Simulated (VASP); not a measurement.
Here is a VASP 6.6.1 calculation.

File INCAR:

```
PREC = Accurate
ENCUT = 520
EDIFF = 1E-6
ISMEAR = 0
SIGMA = 0.05
LREAL = F
LASPH = T
NELM = 80
ALGO = Normal
ISIF = 2
LWAVE = F
LCHARG = F
GGA = PE
NBANDS = 31
```

KPOINTS

```
regular mesh
0
Gamma
  6 6 6
```

File POSCAR:

```
HfO2
1.0
    0.0000000000     -2.5489194559     -2.5489194559
    0.0000000000      2.5489194559     -2.5489194559
    5.0978389119      0.0000000000      0.0000000000
Hf O
2 4
Direct
    0.5000000000      0.5000000000      0.5000000000
    0.0000000000      0.0000000000      0.0000000000
    0.0000000000      0.5000000000      0.6634927549
    0.5000000000      0.0000000000      0.3365072451
    0.0000000000      0.5000000000      0.1634927549
    0.5000000000      0.0000000000      0.8365072451
```

Potentials or basis: VASP PAW PBE potentials, release 64 (Hf_pv, O).

Launch:

```sh
$ cat potpaw_PBE.64/Hf_pv/POTCAR potpaw_PBE.64/O/POTCAR > POTCAR
$ mpirun -np 1 vasp_std > vasp.out
```

Q: What does it give for the band gap on the k mesh?

A: 4.32 eV (least direct gap 4.50 eV).

Q: Predict the pressure.

A: 14.8 GPa.

Q: Predict the largest force.

A: 1.411 eV/Å.

Forces on the atoms (eV/Å):
```
Hf   0.000  0.000  0.000
Hf   0.000  0.000  0.000
O    1.411  0.000  0.000
O   -1.411  0.000  0.000
O    1.411  0.000  0.000
O   -1.411  0.000  0.000
```

Caveat: the cell differs from its parent crystal (atoms displaced along a vibrational mode); the cell stands under pressure; spin-orbit coupling is left out, which moves the levels of the heavy elements; forces of over 1 eV/Å act on the atoms, so gaps and moduli don't describe the material at rest. A k mesh can miss the band edges.
